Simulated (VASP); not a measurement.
Runs of VASP 6.6.1 on YPtS2. The structure is that of space group P-6m2 (No. 187), or close to it. The cells are those of the table. 

```tsv
task	spin	cell	k mesh	cutoff (eV)	gap on the mesh (eV)	pressure (GPa)	moment (μB)	relaxed volume (Å³/atom)	largest force (eV/Å)
relaxation of cell and atoms	off	relaxed from a = 3.722, b = 3.722, c = 6.500 Å, angles 90.0, 90.0, 120.0°, 4 atoms	12 × 12 × 8	600	none	0.0	-	19.49	-
single point	collinear, ferromagnetic start	a = 3.722, b = 3.722, c = 6.500 Å, angles 90.0, 90.0, 120.0°, 4 atoms	6 × 6 × 4	520	none	-0.1	0.00	-	-
single point	off	a = 3.537, b = 3.537, c = 6.932 Å, angles 90.0, 90.0, 120.0°, 4 atoms	6 × 6 × 4	520	none	2.9	-	-	0.59
single point	off	a = 3.723, b = 3.723, c = 6.500 Å, angles 90.0, 90.0, 120.0°, 4 atoms	12 × 12 × 8	520	none	-0.1	-	-	0.01
single point	collinear, ferromagnetic start	a = 3.537, b = 3.537, c = 6.932 Å, angles 90.0, 90.0, 120.0°, 4 atoms	6 × 6 × 4	520	none	(a)	0.00	-	0.59
relaxation of cell and atoms	off	relaxed from a = 3.537, b = 3.537, c = 6.932 Å, angles 90.0, 90.0, 120.0°, 4 atoms	6 × 6 × 4	600	none	0.1	-	19.46	0.01
single point	off	a = 3.722, b = 3.722, c = 6.500 Å, angles 90.0, 90.0, 120.0°, 4 atoms	6 × 6 × 4	520	none	-0.1	-	-	-
```

Alike in all rows: level PBE; potentials or basis VASP PAW PBE potentials, release 64 (Y_sv, Pt, S); smearing gaussian 0.1 eV.

Task: Fill in the values left out.

Result: (a) 2.8.

Caveats: spin-orbit coupling is left out, which moves the levels of the heavy elements.

A k mesh can miss the band edges, and the runs leave out spin-orbit coupling on Pt, Y.

A gap of «none» marks levels without a gap at the run's occupations.
